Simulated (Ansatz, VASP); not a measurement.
# LiF: VASP beside Ansatz

```xyz
4
Lattice="3.0301 0.0000 0.0000 -1.5150 2.6241 0.0000 0.0000 0.0000 4.6590" Properties=species:S:1:pos:R:3 pbc="T T T"
Li    0.0000    1.7494    1.6582
Li    1.5150    0.8747    3.9877
F     0.0000    1.7494    4.6172
F     1.5150    0.8747    2.2877
```

Alike in both runs: task single point; functional LDA; k mesh 9 × 9 × 6; occupations gaussian, width 0.05 eV; no spin polarisation.

```csv
,VASP,Ansatz
version,VASP 6.6.1,Ansatz 0.2.0
potentials or method,"VASP PAW LDA potentials, release 64 (Li_sv, F), cutoff 520 eV","scalar-relativistic, plane waves, PAW"
valence electrons in the cell,20,20
```

|  | VASP | Ansatz | Ansatz less VASP |
| --- | --- | --- | --- |
| gap on the k mesh at the Fermi level (eV) | 7.96 | 7.98 | +0.016 |
| least direct gap on the mesh (eV) | 7.96 | 7.98 | +0.016 |
| rms of the force components (eV/Å) | 0.416 | 0.409 | -0.0070 |

LDA's correlation is that of Perdew and Zunger in VASP and of Perdew and Wang (1992) in Ansatz. Atom by atom the forces differ by 0.007 eV/Å (rms over components).

Noted on VASP's run: the cutoff is short for stress, so the pressure is rough.
